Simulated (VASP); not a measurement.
Set up this calculation in VASP 6.6.1, as the native input.

```
Task                   : single point
Functional             : PBEsol
Potentials or basis    : VASP PAW PBE potentials, release 64 (Tl_d, Pd)
Cutoff                 : 520 eV
k mesh                 : 5 × 5 × 5
Occupations            : fermi-dirac, width 0.1 eV
Spin                   : no spin polarisation
Dipole correction      : no
Further INCAR settings : ALGO = Normal; EDIFF = 1e-07; NBANDS = 30
```

The structure of TlPd3 lies in POSCAR:

```
TlPd3
1.0
    4.0477249500      0.0000000000      0.0000000000
    0.0000000000      4.0477249500      0.0000000000
    0.0000000000      0.0000000000      4.0653953400
Tl Pd
1 3
Direct
    0.0000000000      0.0000000000      0.0000000000
    0.5000000000      0.5000000000      0.0000000000
    0.5000000000      0.0000000000      0.5000000000
    0.0000000000      0.5000000000      0.5000000000
```

The input as run:

INCAR

```
SYSTEM = TlPd3
PREC = Accurate
ENCUT = 520
EDIFF = 1E-7
ISMEAR = -1
SIGMA = 0.1
LREAL = .False.
LASPH = .True.
NELM = 80
ALGO = Normal
ISIF = 2
LWAVE = .False.
LCHARG = .False.
GGA = PS
NBANDS = 30
```

KPOINTS

```
regular mesh
0
Gamma
  5 5 5
  0 0 0
```

Potentials or basis: VASP PAW PBE potentials, release 64 (Tl_d, Pd).

Command:

```sh
$ cat potpaw_PBE.64/Tl_d/POTCAR potpaw_PBE.64/Pd/POTCAR > POTCAR
$ mpirun -np 1 vasp_std > vasp.out
```

It gave:

| Property | Result |
| --- | --- |
| Pressure | -4.7 GPa |

Caveat: the PAW data sets were made with another functional, which shifts forces and pressure a little.

Wall time 15 s on 1 thread of Intel(R) Xeon(R) 6975P-C (Granite Rapids), with other jobs on the host, peak memory 0.18 GiB.
